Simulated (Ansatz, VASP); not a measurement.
One calculation of SnSe, two programs

Contents of POSCAR:

```
SnSe
1.0
    5.0747781426      0.0000000000      0.0000000000
   -2.5373890713      4.3948867901      0.0000000000
    0.0000000000      0.0000000000      6.1736757435
Sn Se
2 2
Direct
    0.3333333333      0.6666666667     -0.0391356268
    0.6666666667      0.3333333333      0.4608643732
    0.3333333333      0.6666666667      0.4141356268
    0.6666666667      0.3333333333      0.9141356268
```

INCAR.step1

```
SYSTEM = SnSe
PREC = Accurate
ENCUT = 520
ISMEAR = 0
SIGMA = 0.01
LREAL = .FALSE.
LASPH = .TRUE.
NELM = 80
NBANDS = 28
GGA = PE
ALGO = Normal
EDIFF = 1E-4
LWAVE = .TRUE.
LCHARG = .FALSE.
```

The input INCAR.step2:

```
SYSTEM = SnSe
PREC = Accurate
ENCUT = 520
EDIFF = 1E-7
ISMEAR = 0
SIGMA = 0.01
LREAL = .FALSE.
LASPH = .TRUE.
NELM = 80
ALGO = Normal
ISIF = 2
LWAVE = .FALSE.
LCHARG = .FALSE.
METAGGA = R2SCAN
LMIXTAU = .TRUE.
NBANDS = 28
ISTART = 1
```

File KPOINTS:

```
regular mesh
0
G
  6 6 4
  0 0 0
```

Input for Ansatz:

```yaml
crystal:
  lattice:
    - [5.0747781426, 0.0, 0.0]
    - [-2.5373890713, 4.3948867901, 0.0]
    - [0.0, 0.0, 6.1736757435]
  atoms:
    - { symbol: Sn, position: [0.3333333333, 0.6666666667, -0.0391356268] }
    - { symbol: Sn, position: [0.6666666667, 0.3333333333, 0.4608643732] }
    - { symbol: Se, position: [0.3333333333, 0.6666666667, 0.4141356268] }
    - { symbol: Se, position: [0.6666666667, 0.3333333333, 0.9141356268] }
kpoints:
  mp_grid: { grid: [6, 6, 4] }
hamiltonian:
  xc: r2scan
scf:
  occupations: { method: fixed }
output:
  optics:
    e_range: [0, 12]
    de: 0.05
    sigma: 0.1
    bands: { spectra_wanted_up_to: 12 }
  write_density: true
  write_potential: true
  elf: true
  volumetric_format: npy
```

Alike in both runs: task single point; functional r2SCAN; k mesh 6 × 6 × 4; no spin polarisation.

|  | VASP | Ansatz |
| --- | --- | --- |
| version | VASP 6.6.1 | Ansatz 0.2.0 |
| potentials or method | VASP PAW PBE potentials, release 64 (Sn_d, Se) | plane waves, PAW |
| plane-wave cutoff (eV) | 520 | 500 |
| occupations | gaussian, width 0.01 eV | fixed |
| valence electrons in the cell | 40 | 60 |

|  | VASP | Ansatz | Ansatz less VASP |
| --- | --- | --- | --- |
| gap on the k mesh at the Fermi level (eV) | 1.00 | 1.00 | -0.001 |

VASP's potentials were made for PBE, not for r2SCAN. VASP's potentials hold 40 valence electrons a cell and Ansatz's 60, so a difference there can come from the potentials and not from the codes.
